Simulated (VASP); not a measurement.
# HfO2: single point with r2SCAN+D4

The system is HfO2.

```
Hf O
1.0
     5.14892    0.00000    0.00000
     0.00000    4.93712    0.00000
     0.00000    0.00000    4.96467
Hf O
4 8
Direct
  0.96699 0.73252 0.74144
  0.53301 0.73252 0.24144
  0.46699 0.26748 0.74144
  0.03301 0.26748 0.24144
  0.63213 0.92865 0.87927
  0.86787 0.92865 0.37927
  0.23395 0.53988 0.49229
  0.26605 0.53988 0.99229
  0.76605 0.46012 0.99229
  0.73395 0.46012 0.49229
  0.13213 0.07135 0.87927
  0.36787 0.07135 0.37927
```

| Quantity | Value |
| --- | --- |
| Program | VASP 6.6.1 |
| Task | single point |
| Functional | r2SCAN |
| Dispersion | D4 |
| Potentials or basis | VASP PAW PBE potentials, release 64 (Hf_pv, O) |
| Cutoff | 520 eV |
| k mesh | 5 × 6 × 5 |
| Occupations | fermi-dirac, width 0.05 eV |
| Spin | no spin polarisation |

```
Pressure                   : 11.1 GPa
Largest force              : 0.171 eV/Å
Band gap on the k mesh     : 5.11 eV, indirect (least direct gap 5.32 eV)
Dispersion energy per atom : -0.080 eV
```

Forces in eV/Å, atoms in the order of the input:
```
Hf   0.085 -0.128  0.076
Hf  -0.085 -0.128  0.076
Hf   0.085  0.128  0.076
Hf  -0.085  0.128  0.076
O   -0.022 -0.070 -0.021
O    0.022 -0.070 -0.021
O    0.083  0.123 -0.055
O   -0.083  0.123 -0.055
O   -0.083 -0.123 -0.055
O    0.083 -0.123 -0.055
O   -0.022  0.070 -0.021
O    0.022  0.070 -0.021
```

Stress tensor (GPa, compression positive):
```
10.98  0.00  0.00
 0.00 11.62  0.00
 0.00  0.00 10.64
```

Levels at points of the mesh, in eV from the valence-band top:
```
           k point  band 42  band 43  band 44  band 45  band 46  band 47
(0.00, 0.00, 0.00)    -0.20    -0.07     0.00     5.68     5.94     6.05
(0.00, 0.50, 0.00)    -0.38    -0.21    -0.11     5.21     5.64     5.71
```

Wall time 30 min on 1 thread of AMD EPYC 7R43 64-Core Processor (Zen 3), with other jobs on the host, peak memory 0.33 GiB.

Caveat: the PAW data sets were made with another functional, which shifts forces and pressure a little; spin-orbit coupling is left out, which moves the levels of the heavy elements. A k mesh can miss the band edges.
